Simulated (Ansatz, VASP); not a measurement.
One calculation of Pb, two programs

Contents of INCAR:

```
SYSTEM = Pb
PREC = Accurate
ENCUT = 520
EDIFF = 1E-8
ISMEAR = -1
SIGMA = 0.05
LREAL = .False.
LASPH = .True.
NELM = 60
ALGO = Normal
ISIF = 2
LWAVE = .False.
LCHARG = .False.
GGA = PE
LEFG = .True.
NBANDS = 21
```

Contents of KPOINTS:

```
Automatic mesh
0
Gamma
  8 8 8
  0 0 0
```

Contents of POSCAR:

```
Pb
1.0
    0.0000000000      3.4390000555      3.3702200544
    3.4390000555      0.0000000000      3.3702200544
    3.4390000555      3.4390000555      0.0000000000
Pb
2
Direct
    0.0000000000      0.0000000000      0.0000000000
    0.2500000000      0.2500000000      0.2500000000
```

Input for Ansatz:

```yaml
crystal:
  lattice:
    - [0.0, 3.4390000555, 3.3702200544]
    - [3.4390000555, 0.0, 3.3702200544]
    - [3.4390000555, 3.4390000555, 0.0]
  atoms:
    - { symbol: Pb, position: [0.0, 0.0, 0.0] }
    - { symbol: Pb, position: [0.25, 0.25, 0.25] }
kpoints:
  mp_grid: { grid: [8, 8, 8] }
scf:
  occupations: { method: fermi_dirac, width: 0.05 }
hamiltonian:
  xc: pbe
  pseudopotentials: { kind: paw }
output:
  forces: true
  stress: true
  eigenvalues: true
  efg: { contact_densities: true }
```

Change from the starting cell: zz strain of -2 %, PAW files.

Alike in both runs: task electric field gradients; functional PBE; k mesh 8 × 8 × 8; occupations fermi-dirac, width 0.05 eV; no spin polarisation.

```csv
,VASP,Ansatz
version,VASP 6.6.1,Ansatz 0.2.0
potentials or method,"VASP PAW PBE potentials, release 64 (Pb_d)","PAW with Ansatz's default frozen-core files, scalar-relativistic"
plane-wave cutoff (eV),520,420
valence electrons in the cell,28,28
```

Ansatz gave:

* pressure (GPa): 3.1
* traceless stress, the component that is largest in VASP (GPa): 0.11
* size of Vzz on the site where it differs most (V/Å²): 15.4

**Question.** Estimate VASP's values.

**Answer.** Pressure (GPa): 3.1; traceless stress, the component that is largest in VASP (GPa): 0.11; size of Vzz on the site where it differs most (V/Å²): 15.0.

With one functional, cell and mesh, what is left measures potentials, basis and numerics.

Neither program's run includes spin-orbit coupling.
